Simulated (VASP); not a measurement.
Wanted: the native input for a VASP 6.6.1 run.

```
Task                   : single point
Functional             : PBE
Potentials or basis    : VASP PAW PBE potentials, release 64 (Mo_sv, S)
Cutoff                 : 520 eV
k mesh                 : 10 × 10 × 10
Occupations            : fermi-dirac, width 0.05 eV
Spin                   : no spin polarisation
Dipole correction      : no
Further INCAR settings : ALGO = Normal; EDIFF = 1e-07; NBANDS = 20
```

The structure of MoS2 lies in POSCAR:

```
MoS2
1.0
    1.5814998900      0.9130793900      6.1233282100
   -1.5814998900      0.9130793900      6.1233282100
    0.0000000000     -1.8261587800      6.1233282100
Mo S
1 2
Direct
    0.0000000000      0.0000000000      0.0000000000
    0.7484000000      0.7484000000      0.7484000000
    0.5849000000      0.5849000000      0.5849000000
```

These files were run (other wordings do the same):

INCAR

```
SYSTEM = MoS2
  PREC = Accurate
  ENCUT = 520
  EDIFF = 1E-7
  ISMEAR = -1
  SIGMA = 0.05
  LREAL = .FALSE.
  LASPH = .TRUE.
  NELM = 60
  ALGO = Normal
  ISIF = 2
  LWAVE = .FALSE.
  LCHARG = .FALSE.
  GGA = PE
  NBANDS = 20
```

KPOINTS

```
Automatic mesh
0
G
  10 10 10
  0 0 0
```

Potentials or basis: VASP PAW PBE potentials, release 64 (Mo_sv, S).

Command:

```sh
$ cat potpaw_PBE.64/Mo_sv/POTCAR potpaw_PBE.64/S/POTCAR > POTCAR
$ mpirun -np 1 vasp_std > vasp.out
```

Results of the run:

```json
{
  "Pressure": "9.1 GPa",
  "Largest force": "1.273 eV/Å",
  "Band gap on the k mesh": "0.82 eV, indirect (least direct gap 1.92 eV)"
}
```

Caveat: forces of over 1 eV/Å act on the atoms, so gaps and moduli don't describe the material at rest.

Wall time 2.9 min on 1 thread of Intel(R) Xeon(R) 6975P-C (Granite Rapids), on a shared host, peak memory 0.37 GiB.
